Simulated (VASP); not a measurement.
# GeS (Pnma) in VASP: single point with PBEsol

Aim: the single point of GeS with PBEsol.

Everything below comes from runs of VASP 6.6.1. Logs are shortened: lines on timing, memory, paths and dates and some standing lists are left out, and cuts for length are marked.

### Step 1. The cell of the first run

The structure is orthorhombic, space group Pnma (No. 62). Conventional cell: a = 10.294 Å, b = 3.664 Å, c = 4.149 Å, α = 90.00°, β = 90.00°, γ = 90.00°. Within 3.2 Å of Ge (site symmetry m) lie 6 S at 2.45 to 3.16 Å. Within 3.2 Å of S (site symmetry m) lie 6 Ge at 2.45 to 3.16 Å.

### Step 2. Single point, PBEsol

File INCAR:

```
SYSTEM = GeS
ALGO = Normal ; EDIFF = 1E-6
ENCUT = 500 ; GGA = PS
GGA_COMPAT = .FALSE. ; ISIF = 2
ISMEAR = 0 ; LASPH = .TRUE.
LCHARG = .FALSE. ; LREAL = .FALSE.
LWAVE = .FALSE. ; NBANDS = 50
NELM = 120 ; PREC = Accurate
SIGMA = 0.02
```

File KPOINTS:

```
k-points
0
G
  4 8 6
  0 0 0
```

File POSCAR:

```
GeS
1.0
   10.2944180572      0.0000000000      0.0000000000
    0.0000000000      3.6635358926      0.0000000000
    0.0000000000      0.0000000000      4.1488851120
Ge S
4 4
Direct
    0.1192979428      0.2500000000      0.1202295046
    0.3807020572      0.7500000000      0.6202295046
    0.6192979428      0.2500000000      0.3797704954
    0.8807020572      0.7500000000      0.8797704954
    0.8523094276      0.2500000000      0.4947079362
    0.6476905724      0.7500000000     -0.0052920638
    0.3523094276      0.2500000000      1.0052920638
    0.1476905724      0.7500000000      0.5052920638
```

Potentials or basis: VASP PAW PBE potentials, release 64 (Ge_d, S).

Command:

```bash
$ cat potpaw_PBE.64/Ge_d/POTCAR potpaw_PBE.64/S/POTCAR > POTCAR
$ mpirun -np 1 vasp_std > vasp.out
```

OUTCAR:

```text
SYSTEM = GeS
   EDIFF = 1E-6
   ENCUT = 500
   GGA = PS
   ISIF = 2
   ISMEAR = 0
   LASPH = .TRUE.
   LREAL = .FALSE.
   NELM = 120
   PREC = Accurate

 ion  position               nearest neighbor table
   1  0.119  0.250  0.120-   7 2.45   8 2.45   8 2.45
   2  0.381  0.750  0.620-   8 2.45   7 2.45   7 2.45
   3  0.619  0.250  0.380-   5 2.45   6 2.45   6 2.45
   4  0.881  0.750  0.880-   6 2.45   5 2.45   5 2.45
   5  0.852  0.250  0.495-   3 2.45   4 2.45   4 2.45
   6  0.648  0.750  0.995-   4 2.45   3 2.45   3 2.45
   7  0.352  0.250  0.005-   1 2.45   2 2.45   2 2.45
   8  0.148  0.750  0.505-   2 2.45   1 2.45   1 2.45

  LATTYP: Found a simple orthorhombic cell.
 ALAT       =     3.6635358926
 B/A-ratio  =     1.1324810876
 C/A-ratio  =     2.8099678450

  Lattice vectors:

 A1 = (   0.0000000000,   3.6635358926,   0.0000000000)
 A2 = (   0.0000000000,   0.0000000000,   4.1488851120)
 A3 = (  10.2944180572,   0.0000000000,   0.0000000000)

Analysis of symmetry for initial positions (statically):
=====================================================================
 Subroutine PRICEL returns:
 Original cell was already a primitive cell.

 Routine SETGRP: Setting up the symmetry group for a
 simple orthorhombic supercell.

 Subroutine GETGRP returns: Found  8 space group operations
 (whereof  2 operations were pure point group operations)
 out of a pool of  8 trial point group operations.

The static configuration has the point symmetry S_2 .
 The point group associated with its full space group is D_2h.

Analysis of symmetry for dynamics (positions and initial velocities):
=====================================================================
 Subroutine PRICEL returns:
 Original cell was already a primitive cell.

 Routine SETGRP: Setting up the symmetry group for a
 simple orthorhombic supercell.

 Subroutine GETGRP returns: Found  8 space group operations
 (whereof  2 operations were pure point group operations)
 out of a pool of  8 trial point group operations.

The dynamic configuration has the point symmetry S_2 .
 The point group associated with its full space group is D_2h.

 Subroutine INISYM returns: Found  8 space group operations
 (whereof  2 operations are pure point group operations),
 and found     1 'primitive' translations

----------------------------------------------------------------------------------------

[... 104 lines left out ...]
   EDIFF  = 0.1E-05   stopping-criterion for ELM
   LREAL  =      F    real-space projection
   EDIFFG = 0.1E-04   stopping-criterion for IOM
   NSW    =      0    number of steps for IOM
   IBRION =     -1    ionic relax: 0-MD 1-quasi-New 2-CG
   NFREE  =      0    steps in history (QN), initial steepest desc. (CG)
   ISIF   =      2    stress and relaxation
   ISYM   =      2    0-nonsym 1-usesym 2-fastsym
   POTIM  = 0.5000    time-step for ionic-motion
   TEBEG  =    0.0;   TEEND  =   0.0 temperature during run
   PSTRESS=    0.0 pullay stress
   NELECT =      80.0000    total number of electrons
   NUPDOWN=      -1.0000    fix difference up-down
   EMIN   =  10.00;   EMAX   =-10.00  energy-range for DOS
   EFERMI =   0.00;   METHOD = LEGACY
   ISMEAR =     0;   SIGMA  =   0.02  broadening in eV -4-tet -1-fermi 0-gaus
   EFERMI_NEDOS =   21; number of points for ismear=-14 and -15
   IALGO  =     38    algorithm
   IMIX   =      4    mixing-type and parameters
     AMIX     =   0.40;   BMIX     =  1.00
     AMIX_MAG =   1.60;   BMIX_MAG =  1.00
  volume/ion in A,a.u.               =      19.56       131.99
  Fermi-wavevector in a.u.,A,eV,Ry     =   1.309062  2.473769 23.315539  1.713644
  Thomas-Fermi vector in A             =   2.439687
   LORBIT       =      0    0 simple, 1 ext, 2 COOP (PROOUT), +10 PAW based schemes
   GGA     = PS    functional components
   LHFCALC =     F    Hartree Fock is set to
   AEXX    =    0.0000 exact exchange contribution
   IVDW    =     0    specifies the selected vdW correction
   LEPSILON=     F    determine dielectric tensor
   LRPA    =     F    only Hartree local field effects (RPA)
 non-spin polarized calculation
 Gauss-broadening in eV      SIGMA  =   0.02
  energy-cutoff  :      500.00
  volume of cell :      156.47
 maximum number of plane-waves:      3996
 NGX is ok and might be reduce to    80
   NGX = 37   NGY = 13   NGZ = 15

 number of electron      80.0000052 magnetization

 Free energy of the ion-electron system (eV)
  ---------------------------------------------------
  ext. energy  EPLUGINS =         0.00000000
  ---------------------------------------------------
  free energy    TOTEN  =       -39.67371827 eV

  energy without entropy =      -39.67371827  energy(sigma->0) =      -39.67371827

 E-fermi :   5.6551     XC(G=0): -10.5690

 val. band max:        5.4770355432   @ k =   0.0000   0.0000   0.3333
 cond. band min:       6.3026524971   @ k =   0.0000   0.0000   0.0000
 fundamental gap:      0.8256169539
 Fermi energy:         5.6551032609

 k-point     1 :       0.0000    0.0000    0.0000
  band No.  band energies     occupation
      1     -18.9519      2.00000
      2     -18.9462      2.00000
      3     -18.9433      2.00000
      4     -18.9402      2.00000
      5     -18.9397      2.00000
      6     -18.9379      2.00000
[... 1261 lines left out ...]
     49      10.1806      0.00000
     50      10.1807      0.00000

 [... further k-points ...]
[... 5 lines left out ...]
  --------------------------------------------------------------------------------------
  -------------------------------------------------------------------------------------
  Total       -0.0672186     -0.0926387     -0.0295667      0.0000000      0.0000000      0.0000000
  in kB       -0.6882822     -0.9485697     -0.3027470      0.0000000      0.0000000      0.0000000
  external PRESSURE =      -0.6465330 kB  Pullay stress =       0.0000000 kB

 VOLUME and BASIS-vectors are now :
 -----------------------------------------------------------------------------
  energy-cutoff  :      500.00
  volume of cell :      156.47
      direct lattice vectors                 reciprocal lattice vectors
    10.294418057  0.000000000  0.000000000     0.097140022  0.000000000  0.000000000
     0.000000000  3.663535893  0.000000000     0.000000000  0.272960339  0.000000000
     0.000000000  0.000000000  4.148885112     0.000000000  0.000000000  0.241028607

 POSITION                                       TOTAL-FORCE (eV/Angst)
 -----------------------------------------------------------------------------------
      1.22810      0.91588      0.49882        -0.001227     -0.000000     -0.007258
      3.91911      2.74765      2.57326         0.001227     -0.000000     -0.007258
      6.37531      0.91588      1.57562        -0.001227      0.000000      0.007258
      9.06632      2.74765      3.65007         0.001227      0.000000      0.007258
      8.77403      0.91588      2.05249         0.001935      0.000000     -0.003155
      6.66760      2.74765      4.12693        -0.001935     -0.000000     -0.003155
      3.62682      0.91588      0.02196         0.001935      0.000000      0.003155
      1.52039      2.74765      2.09640        -0.001935      0.000000      0.003155
 -----------------------------------------------------------------------------------
    total drift:                               -0.000000      0.000000      0.000000

  FREE ENERGIE OF THE ION-ELECTRON SYSTEM (eV)
  ---------------------------------------------------
  free  energy   TOTEN  =       -39.6737182695 eV

  energy  without entropy=      -39.6737182695  energy(sigma->0) =      -39.67371827
```

OSZICAR:

```text
N       E                     dE             d eps       ncg     rms          rms(c)
DAV:   1     0.922931769362E+03    0.92293E+03   -0.35062E+04  7570   0.357E+03
DAV:   2     0.148376071535E+03   -0.77456E+03   -0.73952E+03  6008   0.955E+02
DAV:   3    -0.245252358844E+02   -0.17290E+03   -0.16406E+03  6812   0.230E+02
DAV:   4    -0.397666366100E+02   -0.15241E+02   -0.14923E+02  7378   0.731E+01
DAV:   5    -0.403006040299E+02   -0.53397E+00   -0.53128E+00  7114   0.142E+01    0.133E+01
DAV:   6    -0.397155555558E+02    0.58505E+00   -0.10981E+00  8422   0.648E+00    0.844E+00
DAV:   7    -0.396854993367E+02    0.30056E-01   -0.53240E-01  7960   0.300E+00    0.122E+00
DAV:   8    -0.396733727145E+02    0.12127E-01   -0.70756E-02  8158   0.197E+00    0.428E-01
DAV:   9    -0.396736558112E+02   -0.28310E-03   -0.79122E-03  6990   0.439E-01    0.154E-01
DAV:  10    -0.396737024700E+02   -0.46659E-04   -0.54045E-04  7968   0.128E-01    0.638E-02
DAV:  11    -0.396737191695E+02   -0.16700E-04   -0.47696E-05  7818   0.426E-02    0.163E-02
DAV:  12    -0.396737180422E+02    0.11273E-05   -0.10513E-05  6464   0.159E-02    0.658E-03
DAV:  13    -0.396737182695E+02   -0.22724E-06   -0.16064E-06  4330   0.982E-03
   1 F= -.39673718E+02 E0= -.39673718E+02  d E =-.440087E-38
```

Run time: 6.7 min. Hardware: 1 thread of Intel Xeon Platinum 8175M at 2.50GHz (Skylake/Cascade Lake), shared host; peak memory 0.45 GiB.

Results:

```yaml
Free_energy: -39.6737 eV
Pressure: -0.1 GPa
Largest_force: 0.007 eV/Å
Band_gap_on_the_k_mesh: 0.83 eV, indirect (least direct gap 1.06 eV)
```

Forces in eV/Å, atoms in the order of the input:
```
Ge  -0.001  0.000 -0.007
Ge   0.001  0.000 -0.007
Ge  -0.001  0.000  0.007
Ge   0.001  0.000  0.007
S    0.002  0.000 -0.003
S   -0.002  0.000 -0.003
S    0.002  0.000  0.003
S   -0.002  0.000  0.003
```

Caveat: the PAW data sets were made with another functional, which shifts forces and pressure a little.
